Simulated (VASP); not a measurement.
# Fe (Fm-3m) in VASP: single point with PBE

Aim: the single point of Fe with PBE.

All numbers are computed with VASP 6.6.1; they aren't measurements. Logs are shortened: lines on timing, memory, paths and dates and some standing lists are left out, and cuts for length are marked.

## Step 1: The cell of the first run

Symmetry: Fm-3m, No. 225, cubic system. Conventional cell: a = 3.490 Å, b = 3.490 Å, c = 3.490 Å, α = 90.00°, β = 90.00°, γ = 90.00°. Fe (site symmetry m-3m) has 12 Fe at 2.47 Å within 3.3 Å.

This isn't the form of Fe at room conditions, which is bcc.

## Step 2: Single point, PBE, collinear spin, ferromagnetic start

The input, INCAR:

```
ALGO     = Normal         # electronic algorithm
EDIFF    = 1E-6           # SCF threshold, eV
ENCUT    = 520            # plane-wave cutoff, eV
GGA      = PE             # functional
ISIF     = 2              # what is computed and relaxed
ISMEAR   = -1             # smearing method
ISPIN    = 2              # spin polarisation
ISYM     = 0            
LASPH    = True           # aspherical terms in the spheres
LCHARG   = False          # write CHGCAR
LMAXMIX  = 4              # l up to which the mixer works
LORBIT   = 11             # projections on sites
LREAL    = False          # projectors in reciprocal space
LWAVE    = False          # write WAVECAR
MAGMOM   = 4 4            # initial moments
NBANDS   = 19             # bands
NELM     = 150            # most SCF steps
PREC     = Accurate       # precision mode
SIGMA    = 0.1            # smearing width, eV
```

The input, KPOINTS:

```
k-points
0
Gamma
  13 13 7
```

The input, POSCAR:

```
Fe
1.0
    0.0000000000      1.7450000000      1.7450000000
    1.7450000000      0.0000000000      1.7450000000
    3.4900000000      3.4900000000      0.0000000000
Fe
2
Direct
    0.0000000000      0.0000000000      0.0000000000
    0.0000000000      0.0000000000      0.5000000000
```

Potentials or basis: VASP PAW PBE potentials, release 64 (Fe).

Command:

```console
$ cat potpaw_PBE.64/Fe/POTCAR > POTCAR
$ mpirun -np 1 vasp_std > vasp.out
```

OUTCAR:

```text
EDIFF = 1E-6
   ENCUT = 520
   GGA = PE
   ISIF = 2
   ISMEAR = -1
   ISPIN = 2
   ISYM = 0
   LASPH = True
   LORBIT = 11
   LREAL = False
   NELM = 150
   PREC = Accurate

 ion  position               nearest neighbor table
   1  0.000  0.000  0.000-   2 2.47   2 2.47   2 2.47   2 2.47   2 2.47   2 2.47
   2  0.000  0.000  0.500-   1 2.47   1 2.47   1 2.47   1 2.47   1 2.47   1 2.47

IMPORTANT INFORMATION: All symmetrisations will be switched off!
NOSYMM: (Re-)initialisation of all symmetry stuff for point group C_1.

----------------------------------------------------------------------------------------

                                     Primitive cell

  volume of cell :      21.2543

  direct lattice vectors                    reciprocal lattice vectors
     0.000000000  1.745000000  1.745000000    -0.286532951  0.286532951  0.286532951
     1.745000000  0.000000000  1.745000000     0.286532951 -0.286532951  0.286532951
     3.490000000  3.490000000  0.000000000     0.143266476  0.143266476 -0.143266476

  length of vectors
     2.467802666  2.467802666  4.935605333     0.496289630  0.496289630  0.248144815

  position of ions in fractional coordinates (direct lattice)
     0.000000000  0.000000000  0.000000000
     0.000000000  0.000000000  0.500000000

  ion indices of the primitive-cell ions
   primitive index   ion index
                 1           1
                 2           2

----------------------------------------------------------------------------------------

 KPOINTS: k-points

Automatic generation of k-mesh.
 Grid dimensions read from file:
 generate k-points for:   13   13    7

 Generating k-lattice:

  Cartesian coordinates                     Fractional coordinates (reciprocal lattice)
    -0.022040996  0.022040996  0.022040996     0.076923077  0.000000000  0.000000000
     0.022040996 -0.022040996  0.022040996     0.000000000  0.076923077  0.000000000
     0.020466639  0.020466639 -0.020466639     0.000000000  0.000000000  0.142857143

  Length of vectors
     0.038176125  0.038176125  0.035449259

  Shift w.r.t. Gamma in fractional coordinates (k-lattice)
     0.000000000  0.000000000  0.000000000

 -----------------------------------------------------------------------------
|                                                                             |
|           W    W    AA    RRRRR   N    N  II  N    N   GGGG   !!!           |
|           W    W   A  A   R    R  NN   N  II  NN   N  G    G  !!!           |
|           W    W  A    A  R    R  N N  N  II  N N  N  G       !!!           |
|           W WW W  AAAAAA  RRRRR   N  N N  II  N  N N  G  GGG   !            |
|           WW  WW  A    A  R   R   N   NN  II  N   NN  G    G                |
|           W    W  A    A  R    R  N    N  II  N    N   GGGG   !!!           |
|                                                                             |
|     Your reciprocal lattice and k-lattice belong to different lattice       |
|     classes:                                                                |
|                                                                             |
|        The reciprocal lattice is rhombohedral (trigonal),                   |
|        whereas your k-lattice is base-centered monoclinic.                  |
|                                                                             |
|     Results are often still useful ...                                      |
|                                                                             |
 -----------------------------------------------------------------------------

 WARNING: IBZKPT: internal override: KBLOWUP is changed to .FALSE.
      ... skipping the blow-up phase ...

 Subroutine IBZKPT returns following result:
 ===========================================

 Found    592 irreducible k-points:

 Following reciprocal coordinates:
            Coordinates               Weight
  0.000000  0.000000  0.000000      1.000000
  0.076923  0.000000  0.000000      2.000000
  0.153846  0.000000  0.000000      2.000000
  0.230769  0.000000  0.000000      2.000000
  0.307692  0.000000  0.000000      2.000000
  0.384615  0.000000  0.000000      2.000000
[... 16 lines left out ...]
  0.153846  0.153846  0.000000      2.000000
  0.230769  0.153846  0.000000      2.000000
 [... further k-points ...]
   k-points           NKPTS =    592   k-points in BZ     NKDIM =    592   number of bands    NBANDS=     19
   number of dos      NEDOS =    301   number of ions     NIONS =      2
   total plane-waves  NPLWV =  12960
   dimension x,y,z NGX =    18 NGY =   18 NGZ =   40
   dimension x,y,z NGXF=    36 NGYF=   36 NGZF=   80
   ions per type =               2
   NGX,Y,Z   is equivalent  to a cutoff of  12.13, 12.13, 13.47 a.u.
   NGXF,Y,Z  is equivalent  to a cutoff of  24.25, 24.25, 26.95 a.u.
 SYSTEM =  unknown system
   PREC   = accura    normal or accurate (medium, high low for compatibility)
   ISTART =      0    job   : 0-new  1-cont  2-samecut
   ICHARG =      2    charge: 1-file 2-atom 10-const
   ISPIN  =      2    spin polarized calculation?
   LNONCOLLINEAR =      F non collinear calculations
   LSORBIT =      F    spin-orbit coupling
   LASPH  =      T    aspherical Exc in radial PAW
   ENCUT  =  520.0 eV  38.22 Ry    6.18 a.u.   4.59  4.59  9.18*2*pi/ulx,y,z
   NELM   =    150;   NELMIN=  2; NELMDL= -5     # of ELM steps
   EDIFF  = 0.1E-05   stopping-criterion for ELM
   LREAL  =      F    real-space projection
   EDIFFG = 0.1E-04   stopping-criterion for IOM
   NSW    =      0    number of steps for IOM
   IBRION =     -1    ionic relax: 0-MD 1-quasi-New 2-CG
   NFREE  =      0    steps in history (QN), initial steepest desc. (CG)
   ISIF   =      2    stress and relaxation
   ISYM   =      0    0-nonsym 1-usesym 2-fastsym
   POTIM  = 0.5000    time-step for ionic-motion
   TEBEG  =    0.0;   TEEND  =   0.0 temperature during run
   PSTRESS=    0.0 pullay stress
   NELECT =      16.0000    total number of electrons
   NUPDOWN=      -1.0000    fix difference up-down
   EMIN   =  10.00;   EMAX   =-10.00  energy-range for DOS
   EFERMI =   0.00;   METHOD = LEGACY
   ISMEAR =    -1;   SIGMA  =   0.10  broadening in eV -4-tet -1-fermi 0-gaus
   EFERMI_NEDOS =   21; number of points for ismear=-14 and -15
   IALGO  =     38    algorithm
   IMIX   =      4    mixing-type and parameters
     AMIX     =   0.40;   BMIX     =  1.00
     AMIX_MAG =   1.60;   BMIX_MAG =  1.00
  volume/ion in A,a.u.               =      10.63        71.72
  Fermi-wavevector in a.u.,A,eV,Ry     =   1.489245  2.814264 30.175678  2.217850
  Thomas-Fermi vector in A             =   2.602178
   LORBIT       =     11    0 simple, 1 ext, 2 COOP (PROOUT), +10 PAW based schemes
   GGA     = PE    functional components
   LHFCALC =     F    Hartree Fock is set to
   AEXX    =    0.0000 exact exchange contribution
   IVDW    =     0    specifies the selected vdW correction
   LEPSILON=     F    determine dielectric tensor
   LRPA    =     F    only Hartree local field effects (RPA)
 spin polarized calculation
  energy-cutoff  :      520.00
  volume of cell :       21.25
 maximum number of plane-waves:       586
   NGX =  9   NGY =  9   NGZ = 19

 number of electron      16.0000001 magnetization       2.0619555

 Free energy of the ion-electron system (eV)
  ---------------------------------------------------
  ext. energy  EPLUGINS =         0.00000000
  ---------------------------------------------------
  free energy    TOTEN  =       -16.24155992 eV

  energy without entropy =      -16.14089094  energy(sigma->0) =      -16.19122543

 E-fermi :   6.4998     XC(G=0): -13.5342

 val. band max:        6.4990434118   @ k =  -0.3077   0.1538   0.1429
 cond. band min:       6.5026880347   @ k =  -0.2308   0.0769   0.2857
 fundamental gap:      0.0036446229
 Fermi energy:         6.4998495028

 spin component 1

 k-point     1 :       0.0000    0.0000    0.0000
  band No.  band energies     occupation
      1      -2.2776      1.00000
      2       1.5831      1.00000
      3       4.2657      1.00000
      4       4.2657      1.00000
      5       4.5668      1.00000
      6       4.5686      1.00000
[... 11 lines left out ...]
     18      34.5016      0.00000
     19      34.5026      0.00000

 k-point     2 :       0.0769    0.0000    0.0000
  band No.  band energies     occupation
      1      -2.0338      1.00000
      2       1.7309      1.00000
      3       4.0994      1.00000
      4       4.3860      1.00000
      5       4.4843      1.00000
      6       4.6333      1.00000
[... 476 lines left out ...]
 k-point    24 :       0.2308    0.1538    0.0000
  band No.  band energies     occupation
      1      -0.2705      1.00000
      2       2.3402      1.00000
      3       3.5973      1.00000
      4       3.7470      1.00000
      5       3.9782      1.00000
      6       4.8110      1.00000
[... 11 lines left out ...]
     18      29.0681      0.00000
     19      31.2196      0.00000

 [... further k-points ...]

 spin component 2

 k-point     1 :       0.0000    0.0000    0.0000
  band No.  band energies     occupation
      1      -2.1716      1.00000
      2       2.0201      1.00000
      3       5.2798      0.99999
      4       5.2811      0.99999
      5       5.2818      0.99999
      6       5.4008      0.99998
[... 11 lines left out ...]
     18      34.7741      0.00000
     19      34.7748      0.00000

 k-point     2 :       0.0769    0.0000    0.0000
  band No.  band energies     occupation
      1      -1.9272      1.00000
      2       2.1706      1.00000
      3       5.1880      1.00000
      4       5.2422      1.00000
      5       5.3501      0.99999
      6       5.3517      0.99999
[... 476 lines left out ...]
 k-point    24 :       0.2308    0.1538    0.0000
  band No.  band energies     occupation
      1      -0.1331      1.00000
      2       2.7225      1.00000
      3       4.3500      1.00000
      4       4.3955      1.00000
      5       4.8479      1.00000
      6       5.8657      0.99824
[... 11 lines left out ...]
     18      29.3797      0.00000
     19      31.3971      0.00000

 [... further k-points ...]

------------------------ aborting loop because EDIFF is reached ----------------------------------------

  FORCE on cell =-STRESS in cart. coord.  units (eV):
  Direction    XX          YY          ZZ          XY          YZ          ZX
  --------------------------------------------------------------------------------------
  -------------------------------------------------------------------------------------
  Total       -0.2296916     -0.2296874     -0.2217547      0.0065541     -0.0021598     -0.0021595
  in kB      -17.3144802    -17.3141630    -16.7161843      0.4940594     -0.1628090     -0.1627887
  external PRESSURE =     -17.1149425 kB  Pullay stress =       0.0000000 kB

 VOLUME and BASIS-vectors are now :
 -----------------------------------------------------------------------------
  energy-cutoff  :      520.00
  volume of cell :       21.25
      direct lattice vectors                 reciprocal lattice vectors
     0.000000000  1.745000000  1.745000000    -0.286532951  0.286532951  0.286532951
     1.745000000  0.000000000  1.745000000     0.286532951 -0.286532951  0.286532951
     3.490000000  3.490000000  0.000000000     0.143266476  0.143266476 -0.143266476

 POSITION                                       TOTAL-FORCE (eV/Angst)
 -----------------------------------------------------------------------------------
      0.00000      0.00000      0.00000        -0.000000     -0.000000     -0.000000
      1.74500      1.74500      0.00000         0.000000      0.000000      0.000000
 -----------------------------------------------------------------------------------
    total drift:                               -0.000000     -0.000001     -0.000000

  FREE ENERGIE OF THE ION-ELECTRON SYSTEM (eV)
  ---------------------------------------------------
  free  energy   TOTEN  =       -16.2415599204 eV

  energy  without entropy=      -16.1408909431  energy(sigma->0) =      -16.19122543

 total charge

# of ion       s       p       d       tot
------------------------------------------
    1        0.519   0.597   6.294   7.410
    2        0.519   0.597   6.294   7.410
--------------------------------------------------
tot          1.037   1.195  12.587  14.819

 magnetization (x)

# of ion       s       p       d       tot
------------------------------------------
    1       -0.006  -0.021   1.048   1.021
    2       -0.006  -0.021   1.048   1.021
--------------------------------------------------
tot         -0.012  -0.041   2.095   2.042
```

Wall time 16 min (1 thread of Intel Xeon 8259CL, shared host); peak memory 0.42 GiB.

What came out:

```
Free energy                                           : -16.2416 eV
Pressure                                              : -1.7 GPa
Net moment                                            : 2.06 μB per cell
Site moments                                          : Fe +1.02 μB
Valence electrons inside the program's atomic spheres : Fe 7.41
```
